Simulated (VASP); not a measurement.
A run of VASP 6.6.1 is set up as follows.

INCAR

```
  ALGO = Normal
  EDIFF = 1E-6
  ENCUT = 520
  GGA = PE
  ISIF = 2
  ISMEAR = 0
  LASPH = True
  LCHARG = False
  LREAL = Auto
  LWAVE = False
  NBANDS = 359
  NELECT = 638.0
  NELM = 100
  PREC = Accurate
  SIGMA = 0.02
```

File KPOINTS:

```
k-points
0
Gamma
  1 1 1
```

The input POSCAR:

```
Zn35O36
1.0
    9.8384282164      0.0000000000      0.0000000000
   -4.9192141082      8.5203287687      0.0000000000
    0.0000000000      0.0000000000     10.5875275224
Zn O
35 36
Direct
    0.1121785349      0.2211547290      0.7415571750
    0.1138880671      0.5465286759      0.2512600788
    0.1104722754      0.5572903498      0.7504839995
    0.1085420829      0.8770066511      0.2385528628
    0.1130382022      0.8955981872      0.7531299431
    0.4563267183      0.2247913258      0.2385528628
    0.4377351600      0.2202951378      0.7531299431
    0.4405685796      0.5508618420      0.2495982178
    0.4433478836      0.5561193856      0.7506301148
    0.4463339216      0.8869994580      0.2488768973
    0.4430787075      0.8902546141      0.7484933553
    0.7868046792      0.2194452879      0.2512600788
    0.7760428611      0.2228610012      0.7504839995
    0.7789678203      0.5543655800      0.2531536276
    0.7773189407      0.5560143427      0.7489497414
    0.7824715166      0.8927647285      0.2495982178
    0.7772138443      0.8899853757      0.7506301148
    0.2087171576      0.1246162007      0.4127231774
    0.2189145102      0.1144188243      1.0117421633
    0.2213860177      0.4483902093      0.4998808257
    0.2200995881      0.4395078056      1.0049780723
    0.2192355597      0.7857135777      0.4990971678
    0.2230473108      0.7755021173      1.0001230200
    0.5476197542      0.1140978273      0.4990971678
    0.5578312245      0.1102860025      1.0001230200
    0.5507349163      0.4421653321      0.5004934333
    0.5562541646      0.4456623803      0.9987053141
    0.5538879004      0.7794455097      0.4992490446
    0.5563236220      0.7770096882      1.0033800599
    0.8849431699      0.1119473234      0.4998808257
    0.8938255172      0.1132337761      1.0049780723
    0.8881857161      0.4451476114      0.4992860693
    0.8896962726      0.4436371063      1.0023554581
    0.8911679887      0.7825984397      0.5004934333
    0.8876709389      0.7770791691      0.9987053141
    0.2322487623      0.1010845970      0.1990606396
    0.2224528418      0.1108805805      0.7012440803
    0.2319487323      0.4575541749      0.1851146073
    0.2231013337      0.4498203184      0.6916707404
    0.2249311260      0.7715847802      0.1879465244
    0.2203328618      0.7796263713      0.6887600514
    0.5617486136      0.1084021550      0.1879465244
    0.5537068825      0.1130004518      0.6887600514
    0.5606765226      0.4479908116      0.1875546482
    0.5550273021      0.4444114896      0.6897797417
    0.5574558458      0.7758774549      0.1910300583
    0.5545077591      0.7788255806      0.6886618226
    0.8757792272      0.1013847028      0.1851146073
    0.8835129644      0.1102320140      0.6916707404
    0.8892743553      0.4440589210      0.1914801162
    0.8881562741      0.4451769530      0.6887035698
    0.8853425631      0.7726568045      0.1875546482
    0.8889218544      0.7783059997      0.6897797417
    0.1041431771      0.2291900997      0.4645407523
    0.1114307832      0.2219024701      0.9366973525
    0.1100637295      0.5617635340      0.4409696211
    0.1097661530      0.5545695628      0.9382620238
    0.1067879345      0.8896588624      0.4299414561
    0.1114663463      0.8885249860      0.9449162686
    0.4436745019      0.2265454834      0.4299414561
    0.4448083887      0.2218670255      0.9449162686
    0.4445296753      0.5577922084      0.4404592092
    0.4460063814      0.5563036508      0.9382516342
    0.4424199302      0.8909133915      0.4395937569
    0.4453506815      0.8879826360      0.9376185308
    0.7715698227      0.2232696709      0.4409696211
    0.7787638157      0.2235671946      0.9382620238
    0.7760088697      0.5573245034      0.4421614008
    0.7787532937      0.5545801258      0.9380210799
    0.7755412436      0.8888037311      0.4404592092
    0.7770297132      0.8873269102      0.9382516342
```

Potentials or basis: VASP PAW PBE potentials, release 64 (Zn, O).

Launch:

```sh
$ cat potpaw_PBE.64/Zn/POTCAR potpaw_PBE.64/O/POTCAR > POTCAR
$ mpirun -np 1 vasp_gam > vasp.out
```

Estimate the largest force.

0.253 eV/Å.

Forces in eV/Å, atoms in the order of the input:
```
Zn  -0.024  0.014 -0.012
Zn  -0.037  0.012  0.004
Zn  -0.005  0.002 -0.008
Zn  -0.018  0.001 -0.012
Zn  -0.003 -0.027  0.002
Zn  -0.010  0.015 -0.012
Zn   0.022  0.016  0.002
Zn   0.017 -0.001  0.009
Zn   0.007  0.003 -0.008
Zn  -0.002  0.001 -0.004
Zn   0.003 -0.002  0.007
Zn  -0.029  0.027  0.004
Zn  -0.004  0.003 -0.008
Zn  -0.002  0.001  0.002
Zn   0.000  0.000  0.005
Zn   0.010 -0.014  0.009
Zn   0.001 -0.008 -0.008
Zn   0.131 -0.075  0.203
Zn   0.000  0.000  0.022
Zn  -0.012  0.022 -0.017
Zn  -0.001  0.002 -0.042
Zn   0.013 -0.003  0.006
Zn  -0.002  0.004 -0.007
Zn   0.009 -0.010  0.006
Zn  -0.004  0.000 -0.007
Zn  -0.002  0.006  0.000
Zn  -0.002  0.000 -0.005
Zn   0.001  0.000 -0.008
Zn  -0.005  0.003 -0.003
Zn  -0.026 -0.001 -0.017
Zn  -0.002  0.000 -0.042
Zn  -0.003  0.002  0.001
Zn   0.000  0.000 -0.002
Zn  -0.006 -0.002  0.000
Zn  -0.001  0.001 -0.005
O   -0.047  0.027  0.036
O    0.005 -0.003 -0.128
O   -0.003 -0.033 -0.003
O   -0.005 -0.003 -0.004
O   -0.003 -0.011  0.010
O   -0.012  0.003  0.004
O    0.008  0.009  0.010
O   -0.009  0.009  0.004
O   -0.008  0.009  0.003
O    0.002 -0.010  0.008
O    0.014 -0.008  0.021
O   -0.001  0.001 -0.008
O    0.027  0.019 -0.003
O    0.000  0.006 -0.004
O    0.001 -0.001  0.016
O   -0.001  0.001 -0.005
O   -0.012  0.002  0.003
O    0.010  0.003  0.008
O    0.014 -0.008 -0.009
O   -0.002  0.001 -0.042
O    0.011  0.002 -0.003
O    0.002 -0.002 -0.001
O    0.013 -0.006  0.015
O    0.000  0.022  0.008
O    0.011 -0.009  0.015
O   -0.019 -0.011  0.008
O    0.007  0.000 -0.006
O   -0.015  0.002 -0.001
O   -0.004  0.002 -0.005
O    0.007 -0.004 -0.001
O    0.004 -0.010 -0.003
O    0.003  0.000 -0.001
O   -0.004  0.002  0.006
O    0.001  0.000  0.001
O    0.003 -0.006 -0.006
O   -0.009  0.012 -0.001
```

Caveat: the k points lie up to 0.74 Å⁻¹ apart; the cell carries a net charge on a neutralising background, which shifts energy and pressure.
